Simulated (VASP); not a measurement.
Write the native input for VASP 6.6.1 that does the following.

```yaml
Task: single point
Functional: PBEsol
Potentials_or_basis: VASP PAW PBE potentials, release 64 (Pb_d)
Cutoff: 520 eV
k_mesh: 9 × 9 × 9
Occupations: fermi-dirac, width 0.05 eV
Spin: non-collinear spin, zero start, spin-orbit coupling
Starting_moments: "[[0.0, 0.0, 0.0]] μB"
Dipole_correction: no
Further_INCAR_settings: ALGO = Fast; EDIFF = 1e-07; NBANDS = 25
```

The structure of Pb lies in POSCAR:

```
Pb
1.0
    0.0000000000      2.4750200000      2.4750200000
    2.4750200000      0.0000000000      2.4750200000
    2.4750200000      2.4750200000      0.0000000000
Pb
1
Direct
    0.0000000000      0.0000000000      0.0000000000
```

The input as run:

INCAR

```
SYSTEM = Pb
PREC = Accurate
ENCUT = 520
EDIFF = 1E-7
ISMEAR = -1
SIGMA = 0.05
LREAL = .False.
LASPH = .True.
NELM = 150
ALGO = Fast
ISIF = 2
LWAVE = .False.
LCHARG = .False.
LNONCOLLINEAR = .True.
MAGMOM = 0 0 0
LORBIT = 11
LSORBIT = .True.
GGA_COMPAT = .False.
LORBMOM = .True.
GGA = PS
NBANDS = 25
```

KPOINTS

```
Automatic mesh
0
Gamma
  9 9 9
  0 0 0
```

Potentials or basis: VASP PAW PBE potentials, release 64 (Pb_d).

Run with:

```sh
$ cat potpaw_PBE.64/Pb_d/POTCAR > POTCAR
$ mpirun -np 1 vasp_ncl > vasp.out
```

It gave:

The pressure is -0.6 GPa and the net moment is 0.00 μB per cell. The valence electrons inside the program's atomic spheres are Pb 11.95.

Caveat: the PAW data sets were made with another functional, which shifts forces and pressure a little.

Run time: 38 s on 1 thread of Intel(R) Xeon(R) 6975P-C (Granite Rapids), on a shared host, peak memory 0.25 GiB.
